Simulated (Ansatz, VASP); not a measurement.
## Y2As in VASP and in Ansatz

```
CELL_PARAMETERS angstrom
2.00558 1.15792 6.27718
-2.00558 1.15792 6.27718
0.00000 -2.31584 6.27718
ATOMIC_POSITIONS crystal
Y 0.75375 0.75375 0.75375
Y 0.24625 0.24625 0.24625
As 0.00000 0.00000 0.00000
```

Alike in both runs: functional PBE; k mesh 6 × 6 × 6; occupations gaussian, width 0.1 eV; no spin polarisation.

Ansatz relaxed the structure, and its values are those at the end. VASP's run is a single point on that final structure, the one shown.

```csv
,VASP,Ansatz
version,VASP 6.6.1,Ansatz 0.2.0
potentials or method,"VASP PAW PBE potentials, release 64 (Y_sv, As), cutoff 520 eV","scalar-relativistic, plane waves, PAW"
valence electrons in the cell,27,37
```

```csv
,VASP,Ansatz,Ansatz less VASP
gap on the k mesh at the Fermi level (eV),none,none,-
pressure (GPa),-0.2,-0.3,-0.05
rms of the force components (eV/Å),0.006,0.001,-0.0049
```

A gap of «none» marks a metal or a gap that the smearing closes. VASP's potentials hold 27 valence electrons a cell and Ansatz's 37, so a difference there can come from the potentials and not from the codes.
